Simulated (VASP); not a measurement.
# Ca3AsP (Pm-3m) in VASP: settings compared, part 2 of 2

VASP 6.6.1. The steps go on from the part before.

## (5) Single point, PBE

This run uses another cell than the first one, of 30.28 Å³/atom.

File INCAR:

```
SYSTEM = Ca3AsP
ALGO = Normal
EDIFF = 1E-6
ENCUT = 520
GGA = PE
ISIF = 2
ISMEAR = -1
LASPH = .TRUE.
LCHARG = .FALSE.
LREAL = .FALSE.
LWAVE = .FALSE.
NBANDS = 28
NELM = 80
PREC = Accurate
SIGMA = 0.05
```

File KPOINTS:

```
k-points
0
G
  5 5 5
  0 0 0
```

File POSCAR:

```
Ca3AsP
1.0
    5.3299278757      0.0000000000      0.0000000000
    0.0000000000      5.3299278757      0.0000000000
    0.0000000000      0.0000000000      5.3299278757
As Ca P
1 3 1
Direct
    0.0000000000      0.0000000000      0.0000000000
    0.5000000000      0.5000000000      0.0000000000
    0.5000000000      0.0000000000      0.5000000000
    0.0000000000      0.5000000000      0.5000000000
    0.5000000000      0.5000000000      0.5000000000
```

Potentials or basis: VASP PAW PBE potentials, release 64 (As, Ca_sv, P).

Run with:

```sh
$ cat potpaw_PBE.64/As/POTCAR potpaw_PBE.64/Ca_sv/POTCAR potpaw_PBE.64/P/POTCAR > POTCAR
$ mpirun -np 1 vasp_std > vasp.out
```

OUTCAR:

```text
SYSTEM = Ca3AsP
   EDIFF = 1E-6
   ENCUT = 520
   GGA = PE
   ISIF = 2
   ISMEAR = -1
   LASPH = .TRUE.
   LREAL = .FALSE.
   NELM = 80
   PREC = Accurate

 ion  position               nearest neighbor table
   1  0.000  0.000  0.000-
   2  0.500  0.500  0.000-   5 2.66   5 2.66
   3  0.500  0.000  0.500-   5 2.66   5 2.66
   4  0.000  0.500  0.500-   5 2.66   5 2.66
   5  0.500  0.500  0.500-   2 2.66   3 2.66   4 2.66   2 2.66   3 2.66   4 2.66

  LATTYP: Found a simple cubic cell.
 ALAT       =     5.3299278757

  Lattice vectors:

 A1 = (   5.3299278757,   0.0000000000,   0.0000000000)
 A2 = (   0.0000000000,   5.3299278757,   0.0000000000)
 A3 = (   0.0000000000,   0.0000000000,   5.3299278757)

Analysis of symmetry for initial positions (statically):
=====================================================================
 Subroutine PRICEL returns:
 Original cell was already a primitive cell.

 Routine SETGRP: Setting up the symmetry group for a
 simple cubic supercell.

 Subroutine GETGRP returns: Found 48 space group operations
 (whereof 48 operations were pure point group operations)
 out of a pool of 48 trial point group operations.

The static configuration has the point symmetry O_h .

Analysis of symmetry for dynamics (positions and initial velocities):
=====================================================================
 Subroutine PRICEL returns:
 Original cell was already a primitive cell.

 Routine SETGRP: Setting up the symmetry group for a
 simple cubic supercell.

 Subroutine GETGRP returns: Found 48 space group operations
 (whereof 48 operations were pure point group operations)
 out of a pool of 48 trial point group operations.

The dynamic configuration has the point symmetry O_h .

 Subroutine INISYM returns: Found 48 space group operations
 (whereof 48 operations are pure point group operations),
 and found     1 'primitive' translations

----------------------------------------------------------------------------------------

                                     Primitive cell

  volume of cell :     151.4133

  direct lattice vectors                    reciprocal lattice vectors
     5.329927876  0.000000000  0.000000000     0.187619800  0.000000000  0.000000000
     0.000000000  5.329927876  0.000000000     0.000000000  0.187619800  0.000000000
     0.000000000  0.000000000  5.329927876     0.000000000  0.000000000  0.187619800

  length of vectors
     5.329927876  5.329927876  5.329927876     0.187619800  0.187619800  0.187619800

  position of ions in fractional coordinates (direct lattice)
     0.000000000  0.000000000  0.000000000
     0.500000000  0.500000000  0.000000000
     0.500000000  0.000000000  0.500000000
     0.000000000  0.500000000  0.500000000
     0.500000000  0.500000000  0.500000000

  ion indices of the primitive-cell ions
   primitive index   ion index
                 1           1
                 2           2
                 3           3
                 4           4
                 5           5

----------------------------------------------------------------------------------------

 KPOINTS: k-points

Automatic generation of k-mesh.
 Grid dimensions read from file:
 generate k-points for:    5    5    5

 Generating k-lattice:

  Cartesian coordinates                     Fractional coordinates (reciprocal lattice)
     0.037523960  0.000000000  0.000000000     0.200000000  0.000000000  0.000000000
     0.000000000  0.037523960  0.000000000     0.000000000  0.200000000  0.000000000
     0.000000000  0.000000000  0.037523960     0.000000000  0.000000000  0.200000000

  Length of vectors
     0.037523960  0.037523960  0.037523960

  Shift w.r.t. Gamma in fractional coordinates (k-lattice)
     0.000000000  0.000000000  0.000000000

 Subroutine IBZKPT returns following result:
 ===========================================

 Found     10 irreducible k-points:

 Following reciprocal coordinates:
            Coordinates               Weight
  0.000000  0.000000  0.000000      1.000000
  0.200000  0.000000  0.000000      6.000000
  0.400000  0.000000  0.000000      6.000000
  0.200000  0.200000  0.000000     12.000000
  0.400000  0.200000  0.000000     24.000000
  0.400000  0.400000  0.000000     12.000000
  0.200000  0.200000  0.200000      8.000000
  0.400000  0.200000  0.200000     24.000000
  0.400000  0.400000  0.200000     24.000000
  0.400000  0.400000  0.400000      8.000000
   k-points           NKPTS =     10   k-points in BZ     NKDIM =     10   number of bands    NBANDS=     28
   number of dos      NEDOS =    301   number of ions     NIONS =      5
   total plane-waves  NPLWV =  64000
   dimension x,y,z NGX =    40 NGY =   40 NGZ =   40
   dimension x,y,z NGXF=    80 NGYF=   80 NGZF=   80
   ions per type =               1   3   1
   NGX,Y,Z   is equivalent  to a cutoff of  12.48, 12.48, 12.48 a.u.
   NGXF,Y,Z  is equivalent  to a cutoff of  24.95, 24.95, 24.95 a.u.
 SYSTEM =  Ca3AsP
   PREC   = accura    normal or accurate (medium, high low for compatibility)
   ISTART =      0    job   : 0-new  1-cont  2-samecut
   ICHARG =      2    charge: 1-file 2-atom 10-const
   ISPIN  =      1    spin polarized calculation?
   LNONCOLLINEAR =      F non collinear calculations
   LSORBIT =      F    spin-orbit coupling
   LASPH  =      T    aspherical Exc in radial PAW
   ENCUT  =  520.0 eV  38.22 Ry    6.18 a.u.   9.91  9.91  9.91*2*pi/ulx,y,z
   NELM   =     80;   NELMIN=  2; NELMDL= -5     # of ELM steps
   EDIFF  = 0.1E-05   stopping-criterion for ELM
   LREAL  =      F    real-space projection
   EDIFFG = 0.1E-04   stopping-criterion for IOM
   NSW    =      0    number of steps for IOM
   IBRION =     -1    ionic relax: 0-MD 1-quasi-New 2-CG
   NFREE  =      0    steps in history (QN), initial steepest desc. (CG)
   ISIF   =      2    stress and relaxation
   ISYM   =      2    0-nonsym 1-usesym 2-fastsym
   POTIM  = 0.5000    time-step for ionic-motion
   TEBEG  =    0.0;   TEEND  =   0.0 temperature during run
   PSTRESS=    0.0 pullay stress
   NELECT =      40.0000    total number of electrons
   NUPDOWN=      -1.0000    fix difference up-down
   EMIN   =  10.00;   EMAX   =-10.00  energy-range for DOS
   EFERMI =   0.00;   METHOD = LEGACY
   ISMEAR =    -1;   SIGMA  =   0.05  broadening in eV -4-tet -1-fermi 0-gaus
   EFERMI_NEDOS =   21; number of points for ismear=-14 and -15
   IALGO  =     38    algorithm
   IMIX   =      4    mixing-type and parameters
     AMIX     =   0.40;   BMIX     =  1.00
     AMIX_MAG =   1.60;   BMIX_MAG =  1.00
  volume/ion in A,a.u.               =      30.28       204.36
  Fermi-wavevector in a.u.,A,eV,Ry     =   1.050445  1.985054 15.013153  1.103436
  Thomas-Fermi vector in A             =   2.185449
   LORBIT       =      0    0 simple, 1 ext, 2 COOP (PROOUT), +10 PAW based schemes
   GGA     = PE    functional components
   LHFCALC =     F    Hartree Fock is set to
   AEXX    =    0.0000 exact exchange contribution
   IVDW    =     0    specifies the selected vdW correction
   LEPSILON=     F    determine dielectric tensor
   LRPA    =     F    only Hartree local field effects (RPA)
 non-spin polarized calculation
  energy-cutoff  :      520.00
  volume of cell :      151.41
 maximum number of plane-waves:      4095
 NGX is ok and might be reduce to    40
   NGX = 19   NGY = 19   NGZ = 19

 number of electron      39.9999982 magnetization

 Free energy of the ion-electron system (eV)
  ---------------------------------------------------
  ext. energy  EPLUGINS =         0.00000000
  ---------------------------------------------------
  free energy    TOTEN  =       -20.16381000 eV

  energy without entropy =      -20.16274733  energy(sigma->0) =      -20.16327866

 E-fermi :   2.7706     XC(G=0):  -8.4572

 val. band max:        2.6443791049   @ k =   0.0000   0.0000   0.0000
 cond. band min:       2.8331192034   @ k =   0.0000   0.0000   0.0000
 fundamental gap:      0.1887400985
 Fermi energy:         2.7706447327

 k-point     1 :       0.0000    0.0000    0.0000
  band No.  band energies     occupation
      1     -38.4867      2.00000
      2     -38.4614      2.00000
      3     -38.4614      2.00000
      4     -19.5930      2.00000
      5     -19.5930      2.00000
      6     -19.5930      2.00000
[... 299 lines left out ...]
     27       5.7613      0.00000
     28       6.6590      0.00000

------------------------ aborting loop because EDIFF is reached ----------------------------------------

  FORCE on cell =-STRESS in cart. coord.  units (eV):
  Direction    XX          YY          ZZ          XY          YZ          ZX
  --------------------------------------------------------------------------------------
  -------------------------------------------------------------------------------------
  Total        0.0999554      0.0999554      0.0999554     -0.0000000     -0.0000000     -0.0000000
  in kB        1.0576768      1.0576768      1.0576768     -0.0000000     -0.0000000     -0.0000000
  external PRESSURE =       1.0576768 kB  Pullay stress =       0.0000000 kB

 VOLUME and BASIS-vectors are now :
 -----------------------------------------------------------------------------
  energy-cutoff  :      520.00
  volume of cell :      151.41
      direct lattice vectors                 reciprocal lattice vectors
     5.329927876  0.000000000  0.000000000     0.187619800  0.000000000  0.000000000
     0.000000000  5.329927876  0.000000000     0.000000000  0.187619800  0.000000000
     0.000000000  0.000000000  5.329927876     0.000000000  0.000000000  0.187619800

 POSITION                                       TOTAL-FORCE (eV/Angst)
 -----------------------------------------------------------------------------------
      0.00000      0.00000      0.00000         0.000000      0.000000      0.000000
      2.66496      2.66496      0.00000         0.000000      0.000000      0.000000
      2.66496      0.00000      2.66496         0.000000      0.000000      0.000000
      0.00000      2.66496      2.66496         0.000000      0.000000      0.000000
      2.66496      2.66496      2.66496         0.000000      0.000000      0.000000
 -----------------------------------------------------------------------------------
    total drift:                               -0.000000     -0.000000     -0.000000

  FREE ENERGIE OF THE ION-ELECTRON SYSTEM (eV)
  ---------------------------------------------------
  free  energy   TOTEN  =       -20.1638099951 eV

  energy  without entropy=      -20.1627473272  energy(sigma->0) =      -20.16327866
```

Wall time 43 s (1 thread of Intel Xeon Platinum 8488C (Sapphire Rapids), shared host); peak memory 0.25 GiB.

Results:

| Item | Value |
| --- | --- |
| Free energy | -20.1638 eV |
| Pressure | 0.1 GPa |
| Band gap on the k mesh | 0.19 eV |

Levels at points of the mesh, in eV from the valence-band top:
```csv
k point,band 18,band 19,band 20,band 21,band 22,band 23
"(0.00, 0.00, 0.00)",0.00,0.00,0.00,0.19,0.90,0.90
```

## (6) Single point, PBE+D3(BJ)

This run uses another cell than the first one, of 30.35 Å³/atom.

File INCAR:

```
PREC     = Accurate       # precision mode
ENCUT    = 520            # plane-wave cutoff, eV
EDIFF    = 1E-7           # SCF threshold, eV
ISMEAR   = -1             # smearing method
SIGMA    = 0.05           # smearing width, eV
LREAL    = F              # projectors in reciprocal space
LASPH    = T              # aspherical terms in the spheres
NELM     = 80             # most SCF steps
ALGO     = Normal         # electronic algorithm
ISIF     = 2              # what is computed and relaxed
LWAVE    = F              # write WAVECAR
LCHARG   = T              # write CHGCAR
GGA      = PE             # functional
IVDW     = 12             # dispersion correction
LELF     = T              # ELF
LVHAR    = T            
NBANDS   = 28             # bands
```

File KPOINTS:

```
regular mesh
0
Gamma
  5 5 5
```

POSCAR: that of step 5 with these lines changed.

```diff
@@ -2,5 +2,5 @@
 1.0
-    5.3299278757      0.0000000000      0.0000000000
-    0.0000000000      5.3299278757      0.0000000000
-    0.0000000000      0.0000000000      5.3299278757
+    5.3338990000      0.0000000000      0.0000000000
+    0.0000000000      5.3338990000      0.0000000000
+    0.0000000000      0.0000000000      5.3338990000
 As Ca P
```

Potentials or basis: VASP PAW PBE potentials, release 64 (As, Ca_sv, P).

Run with:

```sh
$ cat potpaw_PBE.64/As/POTCAR potpaw_PBE.64/Ca_sv/POTCAR potpaw_PBE.64/P/POTCAR > POTCAR
$ mpirun -np 1 vasp_std > vasp.out
```

It took 47 s on 1 thread of Intel Xeon Platinum 8488C (Sapphire Rapids), shared host; peak memory 0.26 GiB.

The run converged. Its results:

```yaml
Free_energy: -21.6102 eV
Pressure: -1.5 GPa
Band_gap_on_the_k_mesh: 0.18 eV
Dispersion_energy_per_atom: -0.289 eV
```

Levels at points of the mesh, in eV from the valence-band top:
```tsv
k point	band 18	band 19	band 20	band 21	band 22	band 23
(0.00, 0.00, 0.00)	0.00	0.00	0.00	0.18	0.90	0.90
```

Caveat: three body term missing.

## (7) Overview

```tsv
level	cell	gap on the mesh (eV)	pressure (GPa)
PBE+D3(BJ)	a = 5.259 Å, 5 atoms	0.28	0.1
PBE+D3(BJ)	a = 5.265 Å, 5 atoms	0.27	0.0
PBE+D4	a = 5.288 Å, 5 atoms	0.24	0.1
PBE	a = 5.330 Å, 5 atoms	0.19	0.1
PBE+D3(BJ)	a = 5.334 Å, 5 atoms	0.18	-1.5
```

Alike in all rows: task single point; potentials or basis VASP PAW PBE potentials, release 64 (As, Ca_sv, P); no spin polarisation; k mesh 5 × 5 × 5; cutoff (eV) 520; smearing fermi-dirac 0.05 eV.

Caveats: three body term missing (at least some runs).

Absolute energies hang on the potentials; compare differences alone.
